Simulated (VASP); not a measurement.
Crystal: Ir.

```xyz
1
Lattice="0.0000 2.1119 1.6751 2.1119 0.0000 1.6751 2.1119 2.1119 0.0000" Properties=species:S:1:pos:R:3 pbc="T T T"
Ir    0.0000    0.0000    0.0000
```

This cell differs from its parent crystal: volume 14.942 Å^3 an atom, c/a of the conventional cell 0.7932.

Base run:

- Program: VASP 6.6.1
- Functional: LDA
- Potentials or basis: VASP PAW LDA potentials, release 64 (Ir)
- Cutoff: 520 eV
- k mesh: 22 × 22 × 22
- Occupations: gaussian, width 0.15 eV
- Spin: no spin polarisation

Its results: pressure -15.0 GPa.

Task: The run is repeated on the same cell with these changes: potentials or basis from VASP PAW LDA potentials, release 64 (Ir) to VASP PAW LDA potentials, release 64 (Ir_sv_GW); cutoff from 520 eV to 500 eV; further incar settings from ALGO = Fast; EDIFF = 1e-06; NBANDS = 10 to ALGO = Normal; EDIFF = 1e-06; NBANDS = 14; valence electrons from 9 to 17. What comes out?

Result: Pressure -19.4 GPa.
